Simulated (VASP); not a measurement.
# TaN (P6_3mc) in VASP: notebook, part 2 of 2

VASP 6.6.1. The steps go on from the part before.

## Step 3: Single point, LDA (volume scaled by 1.01)

INCAR reads:

```
  PREC = Accurate
  ENCUT = 520
  EDIFF = 1E-6
  ISMEAR = -1
  SIGMA = 0.03
  LREAL = F
  LASPH = T
  NELM = 100
  ALGO = Normal
  ISIF = 2
  LWAVE = F
  LCHARG = F
  NBANDS = 24
```

KPOINTS reads:

```
Automatic mesh
0
Gamma
  9 9 5
```

POSCAR reads:

```
TaN
1.0
    3.0601340589      0.0000000000      0.0000000000
   -1.5300670295      2.6501538341      0.0000000000
    0.0000000000      0.0000000000      4.9564120807
Ta N
2 2
Direct
    0.3333333333      0.6666666667      0.0000000000
    0.6666666667      0.3333333333      0.5000000000
    0.3333333333      0.6666666667      0.3850000000
    0.6666666667      0.3333333333      0.8850000000
```

Potentials or basis: VASP PAW LDA potentials, release 64 (Ta_pv, N).

On the command line:

```bash
$ cat potpaw_LDA.64/Ta_pv/POTCAR potpaw_LDA.64/N/POTCAR > POTCAR
$ mpirun -np 1 vasp_std > vasp.out
```

OUTCAR:

```text
PREC = Accurate
   ENCUT = 520
   EDIFF = 1E-6
   ISMEAR = -1
   LREAL = F
   LASPH = T
   NELM = 100
   ISIF = 2

 ion  position               nearest neighbor table
   1  0.333  0.667  0.000-   4 1.86   4 1.86   4 1.86   3 1.91   2 3.04   2 3.04   2 3.04   2 3.04
                             2 3.04   2 3.04
   2  0.667  0.333  0.500-   3 1.86   3 1.86   3 1.86   4 1.91   1 3.04   1 3.04   1 3.04   1 3.04
                             1 3.04   1 3.04
   3  0.333  0.667  0.385-   2 1.86   2 1.86   2 1.86   1 1.91
   4  0.667  0.333  0.885-   1 1.86   1 1.86   1 1.86   2 1.91

  LATTYP: Found a hexagonal cell.
 ALAT       =     3.0601340589
 C/A-ratio  =     1.6196715521

  Lattice vectors:

 A1 = (   3.0601340589,   0.0000000000,   0.0000000000)
 A2 = (  -1.5300670295,   2.6501538341,   0.0000000000)
 A3 = (   0.0000000000,   0.0000000000,   4.9564120807)

Analysis of symmetry for initial positions (statically):
=====================================================================
 Subroutine PRICEL returns:
 Original cell was already a primitive cell.

 Routine SETGRP: Setting up the symmetry group for a
 hexagonal supercell.

 Subroutine GETGRP returns: Found 12 space group operations
 (whereof  6 operations were pure point group operations)
 out of a pool of 24 trial point group operations.

The static configuration has the point symmetry C_3v.
 The point group associated with its full space group is C_6v.

Analysis of symmetry for dynamics (positions and initial velocities):
=====================================================================
 Subroutine PRICEL returns:
 Original cell was already a primitive cell.

 Routine SETGRP: Setting up the symmetry group for a
 hexagonal supercell.

 Subroutine GETGRP returns: Found 12 space group operations
[... 118 lines left out ...]
   PSTRESS=    0.0 pullay stress
   NELECT =      32.0000    total number of electrons
   NUPDOWN=      -1.0000    fix difference up-down
   EMIN   =  10.00;   EMAX   =-10.00  energy-range for DOS
   EFERMI =   0.00;   METHOD = LEGACY
   ISMEAR =    -1;   SIGMA  =   0.03  broadening in eV -4-tet -1-fermi 0-gaus
   EFERMI_NEDOS =   21; number of points for ismear=-14 and -15
   IALGO  =     38    algorithm
   IMIX   =      4    mixing-type and parameters
     AMIX     =   0.40;   BMIX     =  1.00
     AMIX_MAG =   1.60;   BMIX_MAG =  1.00
  volume/ion in A,a.u.               =      10.05        67.81
  Fermi-wavevector in a.u.,A,eV,Ry     =   1.517278  2.867240 31.322417  2.302133
  Thomas-Fermi vector in A             =   2.626555
   LORBIT       =      0    0 simple, 1 ext, 2 COOP (PROOUT), +10 PAW based schemes
   GGA     = CA    functional components
   LHFCALC =     F    Hartree Fock is set to
   AEXX    =    0.0000 exact exchange contribution
   IVDW    =     0    specifies the selected vdW correction
   LEPSILON=     F    determine dielectric tensor
   LRPA    =     F    only Hartree local field effects (RPA)
 non-spin polarized calculation
  energy-cutoff  :      520.00
  volume of cell :       40.20
 maximum number of plane-waves:      1099
 NGX is ok and might be reduce to    24
   NGX = 11   NGY = 11   NGZ = 19

 number of electron      32.0000001 magnetization

 Free energy of the ion-electron system (eV)
  ---------------------------------------------------
  ext. energy  EPLUGINS =         0.00000000
  ---------------------------------------------------
  free energy    TOTEN  =       -43.29741428 eV

  energy without entropy =      -43.29036430  energy(sigma->0) =      -43.29388929

 E-fermi :   9.5389     XC(G=0): -13.7129

 val. band max:        9.5341208963   @ k =   0.2222  -0.0000   0.0000
 cond. band min:       9.5418287213   @ k =   0.3333   0.0000   0.2000
 fundamental gap:      0.0077078251
 Fermi energy:         9.5389493132

 k-point     1 :       0.0000    0.0000    0.0000
  band No.  band energies     occupation
      1     -26.3717      2.00000
      2     -25.2961      2.00000
      3     -25.2961      2.00000
      4     -25.1075      2.00000
      5     -25.1075      2.00000
      6     -25.0424      2.00000
[... 637 lines left out ...]
     23      17.0540      0.00000
     24      17.0540      0.00000

 [... further k-points ...]
[... 5 lines left out ...]
  --------------------------------------------------------------------------------------
  -------------------------------------------------------------------------------------
  Total       30.9896603     30.9896603     24.8740663     -0.0000000      0.0000000      0.0000000
  in kB     1235.2317720   1235.2317721    991.4673701     -0.0000000      0.0000000      0.0000000
  external PRESSURE =    1153.9769714 kB  Pullay stress =       0.0000000 kB

 VOLUME and BASIS-vectors are now :
 -----------------------------------------------------------------------------
  energy-cutoff  :      520.00
  volume of cell :       40.20
      direct lattice vectors                 reciprocal lattice vectors
     3.060134059  0.000000000  0.000000000     0.326783069  0.188668293  0.000000000
    -1.530067030  2.650153834  0.000000000     0.000000000  0.377336586  0.000000000
     0.000000000  0.000000000  4.956412081     0.000000000  0.000000000  0.201758850

 POSITION                                       TOTAL-FORCE (eV/Angst)
 -----------------------------------------------------------------------------------
     -0.00000      1.76677      0.00000        -0.000000      0.000000      2.212402
      1.53007      0.88338      2.47821        -0.000000     -0.000000      2.212402
     -0.00000      1.76677      1.90822         0.000000     -0.000000     -2.212402
      1.53007      0.88338      4.38642        -0.000000     -0.000000     -2.212402
 -----------------------------------------------------------------------------------
    total drift:                               -0.000000      0.000000      0.000261

  FREE ENERGIE OF THE ION-ELECTRON SYSTEM (eV)
  ---------------------------------------------------
  free  energy   TOTEN  =       -43.2974142816 eV

  energy  without entropy=      -43.2903643003  energy(sigma->0) =      -43.29388929
```

OSZICAR:

```text
N       E                     dE             d eps       ncg     rms          rms(c)
DAV:   1     0.282895877702E+03    0.28290E+03   -0.17729E+04  1728   0.143E+03
DAV:   2    -0.366687367497E+02   -0.31956E+03   -0.30383E+03  2032   0.417E+02
DAV:   3    -0.505214747878E+02   -0.13853E+02   -0.13684E+02  2144   0.862E+01
DAV:   4    -0.506382455287E+02   -0.11677E+00   -0.11669E+00  1904   0.823E+00
DAV:   5    -0.506395413327E+02   -0.12958E-02   -0.12957E-02  2176   0.764E-01    0.582E+01
DAV:   6    -0.435026605024E+02    0.71369E+01   -0.25189E+01  1752   0.380E+01    0.248E+01
DAV:   7    -0.433526157356E+02    0.15004E+00   -0.89994E-01  2008   0.733E+00    0.133E+01
DAV:   8    -0.433004029010E+02    0.52213E-01   -0.53746E-02  2016   0.176E+00    0.106E+00
DAV:   9    -0.432974012860E+02    0.30016E-02   -0.85903E-03  1960   0.644E-01    0.192E-01
DAV:  10    -0.432974327928E+02   -0.31507E-04   -0.32789E-04  2072   0.150E-01    0.401E-02
DAV:  11    -0.432974144910E+02    0.18302E-04   -0.67374E-05  2056   0.615E-02    0.107E-02
DAV:  12    -0.432974142816E+02    0.20938E-06   -0.30623E-06  1896   0.144E-02
   1 F= -.43297414E+02 E0= -.43293889E+02  d E =-.704998E-02
```

stdout:

```text
POSCAR found type information on POSCAR TaN
 POSCAR found :  2 types and       4 ions
 scaLAPACK will be used
 LDA part: xc-table for (Slater(with rela. corr.)+CA(PZ))
 , standard interpolation
 POSCAR, INCAR and KPOINTS ok, starting setup
 FFT: planning ... GRIDC
 FFT: planning ... GRID_SOFT
 FFT: planning ... GRID
 WAVECAR not read
 entering main loop
```

Wall time 15 s (1 thread of Intel Xeon Platinum 8488C (Sapphire Rapids), shared host); peak memory 0.16 GiB.

What came out:

```
Free energy            : -43.2974 eV
Pressure               : 115.4 GPa
Largest force          : 2.212 eV/Å
Band gap on the k mesh : zero (band 16 reaches 10.05 eV, above the bottom of band 17 at 7.89 eV)
```

Forces in eV/Å, atoms in the order of the input:
```
Ta   0.000  0.000  2.212
Ta   0.000  0.000  2.212
N    0.000  0.000 -2.212
N    0.000  0.000 -2.212
```

Levels at points of the mesh, in eV from the Fermi level:
| k point | band 14 | band 15 | band 16 | band 17 | band 18 | band 19 |
| --- | --- | --- | --- | --- | --- | --- |
| (0.00, 0.00, 0.00) | -7.44 | -0.87 | -0.87 | -0.20 | 2.14 | 2.59 |

Caveat: spin-orbit coupling is left out, which moves the levels of the heavy elements; forces of over 1 eV/Å act on the atoms, so gaps and moduli don't describe the material at rest.
